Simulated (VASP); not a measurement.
Runs of VASP 6.6.1 on SnSe. The structure is that of space group Fm-3m (No. 225), or close to it. The cells are those of the table. 

```csv
task,cell,cutoff (eV),pressure (GPa)
relaxation of cell and atoms,"relaxed to 45 GPa from a = 4.257 Å, angles 60.0°, 2 atoms",600,44.9
relaxation of cell and atoms,"relaxed to 30 GPa from a = 4.257 Å, angles 60.0°, 2 atoms",600,29.9
single point,"a = 3.949 Å, angles 60.0°, 2 atoms",520,15.1
single point,"a = 4.200 Å, angles 60.0°, 2 atoms",520,(a)
single point,"a = 3.804 Å, angles 60.0°, 2 atoms",520,30.2
```

Alike in all rows: level PBEsol; potentials or basis VASP PAW PBE potentials, release 64 (Sn_d, Se); no spin polarisation; k mesh 5 × 5 × 5; smearing fermi-dirac 0.01 eV.

Q: Fill in the values left out.

A: (a) 0.0.

Caveats: the PAW data sets were made with another functional, which shifts forces and pressure a little; the cell is relaxed towards a set pressure, so the enthalpy falls and the energy may rise (some runs).
